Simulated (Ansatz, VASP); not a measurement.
Two plane-wave programs on CdS

The input INCAR:

```
  ALGO = Normal
  EDIFF = 1E-6
  EDIFFG = -0.04
  ENCUT = 600
  GGA = PE
  IBRION = 2
  ISIF = 3
  ISMEAR = 0
  LASPH = T
  LCHARG = F
  LREAL = F
  LWAVE = F
  NELM = 100
  NSW = 90
  PREC = Accurate
  SIGMA = 0.1
```

File KPOINTS:

```
k-points
0
Gamma
  6 6 2
```

The input POSCAR:

```
CdS
1.0
    4.4792476300      0.0000000000      0.0000000000
   -2.2396238200      3.8791422400      0.0000000000
    0.0000000000      0.0000000000      9.6675359500
Cd S
3 3
Direct
    0.0000000000      0.0000000000      0.1744121300
    0.0000000000      0.0000000000      0.8255878700
    0.0000000000      0.0000000000      0.5000000000
    0.5000000000      0.0000000000      0.0000000000
    0.0000000000      0.5000000000      0.0000000000
    0.5000000000      0.5000000000      0.0000000000
```

Input for Ansatz:

```yaml
crystal:
  lattice:
    - [4.47924763, 0.0, 0.0]
    - [-2.23962382, 3.87914224, 0.0]
    - [0.0, 0.0, 9.66753595]
  atoms:
    - { symbol: Cd, position: [0.0, 0.0, 0.17441213] }
    - { symbol: Cd, position: [0.0, 0.0, 0.82558787] }
    - { symbol: Cd, position: [0.0, 0.0, 0.5] }
    - { symbol: S, position: [0.5, 0.0, 0.0] }
    - { symbol: S, position: [0.0, 0.5, 0.0] }
    - { symbol: S, position: [0.5, 0.5, 0.0] }
basis:
  ecutwfc: 420
kpoints:
  mp_grid: { grid: [6, 6, 2] }
hamiltonian:
  xc: pbe
scf:
  occupations: { method: gaussian, width: 0.1 }
  lower_state_search: "off"
output:
  forces: true
  stress: true
  eigenvalues: true
relax:
  adjacent_minimum: "off"
  f_tol: 0.04
  max_steps: 70
  cell: { stress_tol: 0.4 }
```

Alike in both runs: task relaxation of cell and atoms; functional PBE; k mesh 6 × 6 × 2; occupations gaussian, width 0.1 eV; no spin polarisation.

|  | VASP | Ansatz |
| --- | --- | --- |
| version | VASP 6.6.1 | Ansatz 0.2.0 |
| potentials or method | VASP PAW PBE potentials, release 64 (Cd, S), cutoff 600 eV | scalar-relativistic, plane waves, PAW |
| valence electrons in the cell | 54 | 78 |

```csv
,VASP,Ansatz,Ansatz less VASP
"gap on the k mesh at the Fermi level, each at its own relaxed structure (eV)",none,none,-
relaxed volume (Å³/atom),33.65,33.37,-0.284
relaxed length of the cell vector where the two differ most in proportion (Å),5.102,5.084,-0.0175
```

A gap of «none» marks a metal or a gap that the smearing closes. VASP's potentials hold 54 valence electrons a cell and Ansatz's 78, so a difference there can come from the potentials and not from the codes.

Noted on VASP's run: the volume moved by over 15 % at a fixed basis, so the end points are rough.
